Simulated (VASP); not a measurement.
Here is a VASP 6.6.1 calculation.

Contents of INCAR:

```
SYSTEM = Ta2N
ALGO     = Normal         ! electronic algorithm
EDIFF    = 1E-6           ! SCF threshold, eV
ENCUT    = 520            ! plane-wave cutoff, eV
GGA      = CA             ! functional
ISIF     = 2              ! what is computed and relaxed
ISMEAR   = 0              ! smearing method
LASPH    = .TRUE.         ! aspherical terms in the spheres
LCHARG   = .TRUE.         ! write CHGCAR
LELF     = .TRUE.         ! ELF
LREAL    = .FALSE.        ! projectors in reciprocal space
LVHAR    = .TRUE.       
LWAVE    = .FALSE.        ! write WAVECAR
NBANDS   = 50             ! bands
NELM     = 100            ! most SCF steps
PREC     = Accurate       ! precision mode
SIGMA    = 0.1            ! smearing width, eV
```

The input KPOINTS:

```
k-points
0
G
  6 6 4
  0 0 0
```

Contents of POSCAR:

```
Ta2N
1.0
    5.2965720514      0.0000000000      0.0000000000
   -2.6482860257      4.5869659495      0.0000000000
    0.0000000000      0.0000000000      4.9391825701
Ta N
6 3
Direct
    0.6663616700      0.6663616700      0.7536182600
    0.0000000000      0.3336383300      0.7536182600
    0.3336383300      0.0000000000      0.7536182600
    0.3336383300      0.3336383300      0.2463817400
    0.0000000000      0.6663616700      0.2463817400
    0.6663616700      0.0000000000      0.2463817400
    0.6666666700      0.3333333300      0.5000000000
    0.3333333300      0.6666666700      0.5000000000
    0.0000000000      0.0000000000      0.0000000000
```

Potentials or basis: VASP PAW LDA potentials, release 64 (Ta_pv, N).

Launch:

```sh
$ cat potpaw_LDA.64/Ta_pv/POTCAR potpaw_LDA.64/N/POTCAR > POTCAR
$ mpirun -np 1 vasp_std > vasp.out
```

Task: Estimate the largest force.

Result: 0.144 eV/Å.

Task: What does it give for the pressure?

Result: -9.7 GPa.

Task: What does it give for the band gap on the k mesh?

Result: Zero (an odd number of electrons rules out a gap without spin polarisation).

Forces in eV/Å, atoms in the order of the input:
```
Ta   0.019  0.033 -0.138
Ta   0.019 -0.033 -0.138
Ta  -0.038  0.000 -0.138
Ta  -0.019 -0.033  0.138
Ta  -0.019  0.033  0.138
Ta   0.038  0.000  0.138
N    0.000  0.000  0.000
N    0.000  0.000  0.000
N    0.000  0.000  0.000
```

Caveat: the cell stands under tension; spin-orbit coupling is left out, which moves the levels of the heavy elements.
